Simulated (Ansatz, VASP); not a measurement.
# Two plane-wave programs on LiBr2

```
Br Li
1.0
     0.00000    0.00000    7.07470
     4.77315    0.00000    0.00000
     2.38658    4.72341   -3.53735
Br Li
4 2
Direct
  0.12288 0.17713 0.24575
  0.87712 0.82287 0.75425
  0.37712 0.42289 0.75425
  0.62288 0.57711 0.24575
  0.25000 0.00000 0.00000
  0.75000 0.00000 0.00000
```

Alike in both runs: functional r2SCAN; k mesh 4 × 4 × 4; no spin polarisation.

Ansatz relaxed the structure, and its values are those at the end. VASP's run is a single point on that final structure, the one shown.

|  | VASP | Ansatz |
| --- | --- | --- |
| version | VASP 6.6.1 | Ansatz 0.2.0 |
| potentials or method | VASP PAW PBE potentials, release 64 (Br, Li_sv), cutoff 520 eV | PAW plane waves |
| occupations | fermi-dirac, width 0.1 eV | fermi-dirac |
| valence electrons in the cell | 34 | 34 |

```tsv
	VASP	Ansatz	Ansatz less VASP
gap on the k mesh at the Fermi level (eV)	none	none	-
rms of the force components (eV/Å)	0.008	0.001	-0.0068
```

VASP's potentials were made for PBE, not for r2SCAN. A gap of «none» marks a metal or a gap that the smearing closes. Ansatz's warnings: stress scf threshold loose.

The k mesh is coarse, so the values compare programs but aren't converged. Noted on VASP's run: the cutoff is under 1.25 times that of the potentials, so the pressure is a little rough.
